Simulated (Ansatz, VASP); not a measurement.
# Two plane-wave programs on Zr7B

```
Zr B
1.0
     3.33025    0.00000    0.00000
    -1.66513    2.88408    0.00000
     0.00000    0.00000   18.09999
Zr B
7 1
Cartesian
  0.0000 1.9227 16.7000
  0.0000 1.9227 1.4000
  0.0000 0.0000 4.0301
  0.0000 1.9227 6.5026
  0.0000 1.9227 11.5974
  0.0000 0.0000 9.0500
  0.0000 0.0000 14.0699
  0.0000 0.0000 0.0000
```

Alike in both runs: functional PBE; k mesh 6 × 6 × 1; occupations gaussian, width 0.2 eV; no spin polarisation.

Ansatz relaxed the structure, and its values are those at the end. VASP's run is a single point on that final structure, the one shown.

|  | VASP | Ansatz |
| --- | --- | --- |
| version | VASP 6.6.1 | Ansatz 0.2.0 |
| potentials or method | VASP PAW PBE potentials, release 64 (Zr_sv, B), cutoff 520 eV | scalar-relativistic, plane waves, PAW |
| valence electrons in the cell | 87 | 87 |

|  | VASP | Ansatz | Ansatz less VASP |
| --- | --- | --- | --- |
| gap on the k mesh at the Fermi level (eV) | none | none | - |
| pressure (GPa) | 0.0 | 0.0 | -0.03 |
| rms of the force components (eV/Å) | 0.004 | 0.002 | -0.0013 |

A gap of «none» marks a metal or a gap that the smearing closes.

The k mesh is coarse, so the values compare programs but aren't converged.
